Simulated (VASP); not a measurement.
# KBe2 (Fm-3m) in VASP: notebook

The runs below take KBe2 through single point, relaxation of cell and atoms, with PBE.

All numbers are computed with VASP 6.6.1; they aren't measurements. Logs are shortened: lines on timing, memory, paths and dates and some standing lists are left out, and cuts for length are marked.

**1. The cell of the first run**

Symmetry: Fm-3m, No. 225, cubic system. The conventional cell has a = 5.876 Å, b = 5.876 Å, c = 5.876 Å, α = 90.00°, β = 90.00°, γ = 90.00°. K (site symmetry m-3m) has 8 Be at 2.54 Å within 3.4 Å. Within 3.4 Å of Be (site symmetry -43m) lie 4 K at 2.54 Å and 6 Be at 2.94 Å.

**2. Single point, PBE**

Input file INCAR:

```
ALGO = Normal
EDIFF = 1E-6
ENCUT = 520
GGA = PE
ISIF = 2
ISMEAR = 0
LASPH = T
LCHARG = T
LELF = T
LREAL = F
LVHAR = T
LWAVE = F
NBANDS = 14
NELM = 60
PREC = Accurate
SIGMA = 0.1
```

Input file KPOINTS:

```
k-points
0
Gamma
  6 6 6
```

Input file POSCAR:

```
KBe2
1.0
    0.0000000000      2.9379475623      2.9379475623
    2.9379475623      0.0000000000      2.9379475623
    2.9379475623      2.9379475623      0.0000000000
K Be
1 2
Direct
    0.0000000000      0.0000000000      0.0000000000
    0.2500000000      0.2500000000      0.2500000000
    0.7500000000      0.7500000000      0.7500000000
```

Potentials or basis: VASP PAW PBE potentials, release 64 (K_sv, Be).

The run is started by

```bash
$ cat potpaw_PBE.64/K_sv/POTCAR potpaw_PBE.64/Be/POTCAR > POTCAR
$ mpirun -np 1 vasp_std > vasp.out
```

OUTCAR:

```text
EDIFF = 1E-6
   ENCUT = 520
   GGA = PE
   ISIF = 2
   ISMEAR = 0
   LASPH = T
   LREAL = F
   NELM = 60
   PREC = Accurate

 ion  position               nearest neighbor table
   1  0.000  0.000  0.000-   2 2.54   3 2.54   3 2.54   3 2.54   3 2.54   2 2.54   2 2.54   2 2.54

   2  0.250  0.250  0.250-   1 2.54   1 2.54   1 2.54   1 2.54
   3  0.750  0.750  0.750-   1 2.54   1 2.54   1 2.54   1 2.54

  LATTYP: Found a face centered cubic cell.
 ALAT       =     5.8758951246

  Lattice vectors:

 A1 = (   0.0000000000,   2.9379475623,   2.9379475623)
 A2 = (   2.9379475623,   0.0000000000,   2.9379475623)
 A3 = (   2.9379475623,   2.9379475623,   0.0000000000)

Analysis of symmetry for initial positions (statically):
=====================================================================
 Subroutine PRICEL returns:
 Original cell was already a primitive cell.

 Routine SETGRP: Setting up the symmetry group for a
 face centered cubic supercell.

 Subroutine GETGRP returns: Found 48 space group operations
 (whereof 48 operations were pure point group operations)
 out of a pool of 48 trial point group operations.

The static configuration has the point symmetry O_h .

Analysis of symmetry for dynamics (positions and initial velocities):
=====================================================================
 Subroutine PRICEL returns:
 Original cell was already a primitive cell.

 Routine SETGRP: Setting up the symmetry group for a
 face centered cubic supercell.

 Subroutine GETGRP returns: Found 48 space group operations
 (whereof 48 operations were pure point group operations)
 out of a pool of 48 trial point group operations.

The dynamic configuration has the point symmetry O_h .

 Subroutine INISYM returns: Found 48 space group operations
 (whereof 48 operations are pure point group operations),
 and found     1 'primitive' translations

----------------------------------------------------------------------------------------

                                     Primitive cell

  volume of cell :      50.7180

  direct lattice vectors                    reciprocal lattice vectors
     0.000000000  2.937947562  2.937947562    -0.170186836  0.170186836  0.170186836
     2.937947562  0.000000000  2.937947562     0.170186836 -0.170186836  0.170186836
     2.937947562  2.937947562  0.000000000     0.170186836  0.170186836 -0.170186836

  length of vectors
     4.154885288  4.154885288  4.154885288     0.294772247  0.294772247  0.294772247
[... 84 lines left out ...]
   PSTRESS=    0.0 pullay stress
   NELECT =      13.0000    total number of electrons
   NUPDOWN=      -1.0000    fix difference up-down
   EMIN   =  10.00;   EMAX   =-10.00  energy-range for DOS
   EFERMI =   0.00;   METHOD = LEGACY
   ISMEAR =     0;   SIGMA  =   0.10  broadening in eV -4-tet -1-fermi 0-gaus
   EFERMI_NEDOS =   21; number of points for ismear=-14 and -15
   IALGO  =     38    algorithm
   IMIX   =      4    mixing-type and parameters
     AMIX     =   0.40;   BMIX     =  1.00
     AMIX_MAG =   1.60;   BMIX_MAG =  1.00
  volume/ion in A,a.u.               =      16.91       114.09
  Fermi-wavevector in a.u.,A,eV,Ry     =   1.039925  1.965173 14.713932  1.081443
  Thomas-Fermi vector in A             =   2.174477
   LORBIT       =      0    0 simple, 1 ext, 2 COOP (PROOUT), +10 PAW based schemes
   GGA     = PE    functional components
   LHFCALC =     F    Hartree Fock is set to
   AEXX    =    0.0000 exact exchange contribution
   IVDW    =     0    specifies the selected vdW correction
   LEPSILON=     F    determine dielectric tensor
   LRPA    =     F    only Hartree local field effects (RPA)
 non-spin polarized calculation
 Gauss-broadening in eV      SIGMA  =   0.10
  energy-cutoff  :      520.00
  volume of cell :       50.72
 maximum number of plane-waves:      1380
   NGX = 15   NGY = 15   NGZ = 15

 number of electron      12.9999999 magnetization

 Free energy of the ion-electron system (eV)
  ---------------------------------------------------
  ext. energy  EPLUGINS =         0.00000000
  ---------------------------------------------------
  free energy    TOTEN  =        -1.07469898 eV

  energy without entropy =       -1.06705320  energy(sigma->0) =       -1.07087609

 E-fermi :   2.5965     XC(G=0):  -9.1045

 val. band max:        2.3820141281   @ k =   0.1667   0.1667   0.0000
 cond. band min:       2.6216349510   @ k =  -0.3333   0.1667   0.0000
 fundamental gap:      0.2396208229
 Fermi energy:         2.5965245166

 k-point     1 :       0.0000    0.0000    0.0000
  band No.  band energies     occupation
      1     -27.5160      2.00000
      2     -11.1462      2.00000
      3     -11.1462      2.00000
      4     -11.1462      2.00000
      5      -3.0329      2.00000
      6       2.7829      0.00841
      7       2.7829      0.00841
      8       2.7829      0.00841
      9       6.9429      0.00000
     10       8.5281      0.00000
     11       8.5281      0.00000
     12       8.6383      0.00000
     13       8.6383      0.00000
     14       8.6383      0.00000
[... 241 lines left out ...]
      1     -27.4718      2.00000
      2     -11.5336      2.00000
      3     -11.4053      2.00000
      4     -11.3465      2.00000
      5       0.9564      2.00000
      6       1.2839      2.00000
      7       1.4076      2.00000
      8       2.6972      0.15452
      9       4.7650      0.00000
     10       6.6635      0.00000
     11       7.9683      0.00000
     12       9.5889      0.00000
     13      10.5208      0.00000
     14      10.6481      0.00000

------------------------ aborting loop because EDIFF is reached ----------------------------------------

  FORCE on cell =-STRESS in cart. coord.  units (eV):
  Direction    XX          YY          ZZ          XY          YZ          ZX
  --------------------------------------------------------------------------------------
  -------------------------------------------------------------------------------------
  Total        6.9980310      6.9980310      6.9980310     -0.0000000     -0.0000000      0.0000000
  in kB      221.0672106    221.0672106    221.0672106     -0.0000000     -0.0000000      0.0000000
  external PRESSURE =     221.0672106 kB  Pullay stress =       0.0000000 kB

 VOLUME and BASIS-vectors are now :
 -----------------------------------------------------------------------------
  energy-cutoff  :      520.00
  volume of cell :       50.72
      direct lattice vectors                 reciprocal lattice vectors
     0.000000000  2.937947562  2.937947562    -0.170186836  0.170186836  0.170186836
     2.937947562  0.000000000  2.937947562     0.170186836 -0.170186836  0.170186836
     2.937947562  2.937947562  0.000000000     0.170186836  0.170186836 -0.170186836

 POSITION                                       TOTAL-FORCE (eV/Angst)
 -----------------------------------------------------------------------------------
      0.00000      0.00000      0.00000        -0.000000     -0.000000     -0.000000
      1.46897      1.46897      1.46897         0.000000     -0.000000      0.000000
      4.40692      4.40692      4.40692        -0.000000      0.000000     -0.000000
 -----------------------------------------------------------------------------------
    total drift:                                0.000000     -0.000000      0.000000

  FREE ENERGIE OF THE ION-ELECTRON SYSTEM (eV)
  ---------------------------------------------------
  free  energy   TOTEN  =        -1.0746989769 eV

  energy  without entropy=       -1.0670531974  energy(sigma->0) =       -1.07087609
```

Wall time 8.8 s (1 thread of Intel Xeon Platinum 8488C (Sapphire Rapids), shared host); peak memory 0.17 GiB.

Results:

```
Free energy : -1.0747 eV
Pressure    : 22.1 GPa
```

**3. Single point, PBE**

This run uses another cell than the first one, of 31.56 Å³/atom, 1.867 times its volume.

Input file INCAR:

```
SYSTEM = KBe2
  PREC = Accurate
  ENCUT = 520
  EDIFF = 1E-6
  ISMEAR = 0
  SIGMA = 0.1
  LREAL = .False.
  LASPH = .True.
  NELM = 100
  ALGO = Fast
  ISIF = 2
  LWAVE = .False.
  LCHARG = .True.
  GGA = PE
  LELF = .True.
  LVHAR = .True.
  NBANDS = 14
```

Input file KPOINTS:

```
regular mesh
0
Gamma
  6 6 6
  0 0 0
```

Input file POSCAR:

```
KBe2
1.0
    0.0000000000      3.6174358755      3.6174358755
    3.6174358755      0.0000000000      3.6174358755
    3.6174358755      3.6174358755      0.0000000000
K Be
1 2
Direct
    0.0000000000      0.0000000000      0.0000000000
    0.2500000000      0.2500000000      0.2500000000
    0.7500000000      0.7500000000      0.7500000000
```

Potentials or basis: VASP PAW PBE potentials, release 64 (K_sv, Be).

The run is started by

```bash
$ cat potpaw_PBE.64/K_sv/POTCAR potpaw_PBE.64/Be/POTCAR > POTCAR
$ mpirun -np 1 vasp_std > vasp.out
```

OUTCAR:

```text
SYSTEM = KBe2
   PREC = Accurate
   ENCUT = 520
   EDIFF = 1E-6
   ISMEAR = 0
   LREAL = .False.
   LASPH = .True.
   NELM = 100
   ISIF = 2
   GGA = PE

 ion  position               nearest neighbor table
   1  0.000  0.000  0.000-
   2  0.250  0.250  0.250-
   3  0.750  0.750  0.750-

  LATTYP: Found a face centered cubic cell.
 ALAT       =     7.2348717510

  Lattice vectors:

 A1 = (   0.0000000000,   3.6174358755,   3.6174358755)
[... 452 lines left out ...]

  FORCE on cell =-STRESS in cart. coord.  units (eV):
  Direction    XX          YY          ZZ          XY          YZ          ZX
  --------------------------------------------------------------------------------------
  -------------------------------------------------------------------------------------
  Total        0.0972656      0.0972656      0.0972656      0.0000000      0.0000000     -0.0000000
  in kB        1.6460285      1.6460285      1.6460285      0.0000000      0.0000000     -0.0000000
  external PRESSURE =       1.6460285 kB  Pullay stress =       0.0000000 kB

 VOLUME and BASIS-vectors are now :
 -----------------------------------------------------------------------------
  energy-cutoff  :      520.00
  volume of cell :       94.67
      direct lattice vectors                 reciprocal lattice vectors
     0.000000000  3.617435876  3.617435876    -0.138219451  0.138219451  0.138219451
     3.617435876  0.000000000  3.617435876     0.138219451 -0.138219451  0.138219451
     3.617435876  3.617435876  0.000000000     0.138219451  0.138219451 -0.138219451

 POSITION                                       TOTAL-FORCE (eV/Angst)
 -----------------------------------------------------------------------------------
      0.00000      0.00000      0.00000        -0.000000      0.000000     -0.000000
      1.80872      1.80872      1.80872        -0.000000     -0.000000     -0.000000
      5.42615      5.42615      5.42615         0.000000      0.000000      0.000000
 -----------------------------------------------------------------------------------
    total drift:                               -0.000000      0.000000      0.000000

  FREE ENERGIE OF THE ION-ELECTRON SYSTEM (eV)
  ---------------------------------------------------
  free  energy   TOTEN  =        -2.9168562130 eV

  energy  without entropy=       -2.9020840909  energy(sigma->0) =       -2.90947015
```

Run time: 25 s. Hardware: 1 thread of Intel Xeon Platinum 8488C (Sapphire Rapids), shared host; peak memory 0.23 GiB.

What came out:

```
Free energy : -2.9169 eV
Pressure    : 0.2 GPa
```

Levels at points of the mesh, in eV from the Fermi level:
| k point | band 3 | band 4 | band 5 | band 6 | band 7 | band 8 | band 9 | band 10 |
| --- | --- | --- | --- | --- | --- | --- | --- | --- |
| (0.00, 0.00, 0.00) | -14.04 | -14.04 | -4.52 | 0.64 | 0.64 | 0.64 | 0.68 | 3.84 |
| (0.50, 0.00, 0.00) | -14.05 | -14.05 | -2.90 | -2.51 | 1.21 | 1.21 | 2.12 | 2.12 |
| (0.50, 0.50, 0.00) | -14.06 | -14.06 | -2.48 | -1.45 | -1.17 | 0.49 | 0.49 | 3.79 |

**4. Relaxation of cell and atoms, PBE**

Input file INCAR:

```
ALGO = Normal
EDIFF = 1E-6
EDIFFG = -0.04
ENCUT = 600
GGA = PE
IBRION = 2
ISIF = 3
ISMEAR = 0
LASPH = T
LCHARG = F
LREAL = F
LWAVE = F
NELM = 60
NSW = 90
PREC = Accurate
SIGMA = 0.1
```

Input file KPOINTS:

```
k-points
0
Gamma
  6 6 6
```

Input file POSCAR:

```
KBe2
1.0
    0.0000000000      2.9379475623      2.9379475623
    2.9379475623      0.0000000000      2.9379475623
    2.9379475623      2.9379475623      0.0000000000
K Be
1 2
Direct
    0.0000000000      0.0000000000      0.0000000000
    0.2500000000      0.2500000000      0.2500000000
    0.7500000000      0.7500000000      0.7500000000
```

Potentials or basis: VASP PAW PBE potentials, release 64 (K_sv, Be).

The run is started by

```bash
$ cat potpaw_PBE.64/K_sv/POTCAR potpaw_PBE.64/Be/POTCAR > POTCAR
$ mpirun -np 1 vasp_std > vasp.out
```

OUTCAR:

```text
EDIFF = 1E-6
   EDIFFG = -0.04
   ENCUT = 600
   GGA = PE
   IBRION = 2
   ISIF = 3
   ISMEAR = 0
   LASPH = T
   LREAL = F
   NELM = 60
   NSW = 90
   PREC = Accurate

 ion  position               nearest neighbor table
   1  0.000  0.000  0.000-   2 2.54   3 2.54   3 2.54   3 2.54   3 2.54   2 2.54   2 2.54   2 2.54

   2  0.250  0.250  0.250-   1 2.54   1 2.54   1 2.54   1 2.54
   3  0.750  0.750  0.750-   1 2.54   1 2.54   1 2.54   1 2.54

  LATTYP: Found a face centered cubic cell.
 ALAT       =     5.8758951246

  Lattice vectors:

 A1 = (   0.0000000000,   2.9379475623,   2.9379475623)
 A2 = (   2.9379475623,   0.0000000000,   2.9379475623)
 A3 = (   2.9379475623,   2.9379475623,   0.0000000000)

Analysis of symmetry for initial positions (statically):
=====================================================================
 Subroutine PRICEL returns:
 Original cell was already a primitive cell.

 Routine SETGRP: Setting up the symmetry group for a
 face centered cubic supercell.

[... 287 lines left out ...]
      5      -4.4993      2.00000
      6      -0.2935      1.04974
      7       0.3862      0.00000
      8       0.3862      0.00000
      9       0.3862      0.00000
     10       3.0375      0.00000
[... 266 lines left out ...]
--------------------------------------- Ionic step        6  -------------------------------------------

 number of electron      12.9999999 magnetization

 Free energy of the ion-electron system (eV)
  ---------------------------------------------------
  ext. energy  EPLUGINS =         0.00000000
  ---------------------------------------------------
  free energy    TOTEN  =        -2.91478425 eV

  energy without entropy =       -2.90002166  energy(sigma->0) =       -2.90740295

 E-fermi :   0.1047     XC(G=0):  -7.0172

 val. band max:        0.0999296679   @ k =  -0.3333   0.3333   0.1667
 cond. band min:       0.1165974850   @ k =   0.5000   0.3333   0.1667
 fundamental gap:      0.0166678172
 Fermi energy:         0.1047326462

 k-point     1 :       0.0000    0.0000    0.0000
  band No.  band energies     occupation
      1     -30.4123      2.00000
      2     -13.9531      2.00000
      3     -13.9531      2.00000
      4     -13.9531      2.00000
      5      -4.3827      2.00000
      6       0.7218      0.00000
      7       0.7534      0.00000
      8       0.7534      0.00000
      9       0.7534      0.00000
     10       3.9017      0.00000
[... 223 lines left out ...]
  FREE ENERGIE OF THE ION-ELECTRON SYSTEM (eV)
  ---------------------------------------------------
  free  energy   TOTEN  =        -2.9147842480 eV

  energy  without entropy=       -2.9000216600  energy(sigma->0) =       -2.90740295

 reached required accuracy - stopping structural energy minimisation
```

It took 49 s on 1 thread of Intel Xeon Platinum 8488C (Sapphire Rapids), shared host; peak memory 0.21 GiB.

Results:

```
Free energy                            : -2.9148 eV
Relaxed volume                         : 32.05 Å³/atom
Relaxed cell                           : a = 5.142 Å, b = 5.142 Å, c = 5.142 Å, α = 60.00°, β = 60.00°, γ = 60.00°
Space group after relaxing (to 0.05 Å) : Fm-3m (No. 225)
Energy gained by relaxing              : 613.4 meV/atom
Ionic steps                            : 6
Pressure after relaxing                : 0.0 GPa
```

The path:
```csv
step,energy change (eV),largest force (eV/Å),pressure (GPa),volume (Å³)
1,0.0000,0.0000,22.12,50.72
2,-1.4771,0.0000,5.83,69.86
3,-1.7679,0.0000,1.94,82.67
4,-1.7776,0.0000,-1.05,112.81
5,-1.8377,0.0000,-0.26,99.26
6,-1.8402,0.0000,0.02,96.14
```

Final structure:
```cif
data_structure
_symmetry_space_group_name_H-M 'P 1'
_symmetry_Int_Tables_number 1
_cell_length_a 5.1422
_cell_length_b 5.1422
_cell_length_c 5.1422
_cell_angle_alpha 60.000
_cell_angle_beta 60.000
_cell_angle_gamma 60.000
_cell_volume 96.14
loop_
_atom_site_label
_atom_site_type_symbol
_atom_site_fract_x
_atom_site_fract_y
_atom_site_fract_z
_atom_site_occupancy
K1 K 0.00000 0.00000 0.00000 1
Be1 Be 0.25000 0.25000 0.25000 1
Be2 Be 0.75000 0.75000 0.75000 1
```

Caveat: the volume moved by over 15 % at a fixed basis, so the end points are rough.

**5. Single point, PBE**

This run uses another cell than the first one, of 31.97 Å³/atom, 1.891 times its volume.

Input file INCAR:

```
PREC = Accurate ; ENCUT = 520
EDIFF = 1E-6 ; ISMEAR = 0
SIGMA = 0.1 ; LREAL = F
LASPH = T ; NELM = 60
ALGO = Fast ; ISIF = 2
LWAVE = F ; LCHARG = F
GGA = PE ; NBANDS = 14
```

Input file KPOINTS:

```
regular mesh
0
Gamma
  12 12 12
```

Input file POSCAR:

```
KBe2
1.0
    0.0000000000      3.6330359149      3.6330359149
    3.6330359149      0.0000000000      3.6330359149
    3.6330359149      3.6330359149      0.0000000000
K Be
1 2
Direct
    0.0000000000      0.0000000000      0.0000000000
    0.2500000000      0.2500000000      0.2500000000
    0.7500000000      0.7500000000      0.7500000000
```

The run is started by

```bash
$ cat potpaw_PBE.64/K_sv/POTCAR potpaw_PBE.64/Be/POTCAR > POTCAR
$ mpirun -np 1 vasp_std > vasp.out
```

Wall time 89 s (1 thread of Intel Xeon Platinum 8488C (Sapphire Rapids), shared host); peak memory 0.29 GiB.

Results (log left out):

* Free energy: -2.9277 eV
* Pressure: 0.0 GPa

Levels at points of the mesh, in eV from the Fermi level:
| k point | band 4 | band 5 | band 6 | band 7 | band 8 | band 9 |
| --- | --- | --- | --- | --- | --- | --- |
| (0.00, 0.00, 0.00) | -14.07 | -4.51 | 0.61 | 0.63 | 0.63 | 0.63 |
| (0.50, 0.00, 0.00) | -14.08 | -2.91 | -2.53 | 1.19 | 1.19 | 2.08 |
| (0.50, 0.50, 0.00) | -14.09 | -2.50 | -1.48 | -1.17 | 0.46 | 0.46 |

**6. The runs side by side**

| task | cell | k mesh | cutoff (eV) | gap on the mesh (eV) | pressure (GPa) |
| --- | --- | --- | --- | --- | --- |
| single point | a = 4.155 Å, angles 60.0°, 3 atoms | 6 × 6 × 6 | 520 | none | 22.1 |
| single point | a = 5.116 Å, angles 60.0°, 3 atoms | 6 × 6 × 6 | 520 | none | 0.2 |
| relaxation of cell and atoms | relaxed from a = 4.155 Å, angles 60.0°, 3 atoms | 6 × 6 × 6 | 600 | none | 0.0 |
| single point | a = 5.138 Å, angles 60.0°, 3 atoms | 12 × 12 × 12 | 520 | none | 0.0 |

Alike in all rows: level PBE; potentials or basis VASP PAW PBE potentials, release 64 (K_sv, Be); no spin polarisation; smearing gaussian 0.1 eV.

Caveats: the volume moved by over 15 % at a fixed basis, so the end points are rough (some runs).

Total energies depend on the potentials used, so only differences within one code and one set of settings carry meaning.
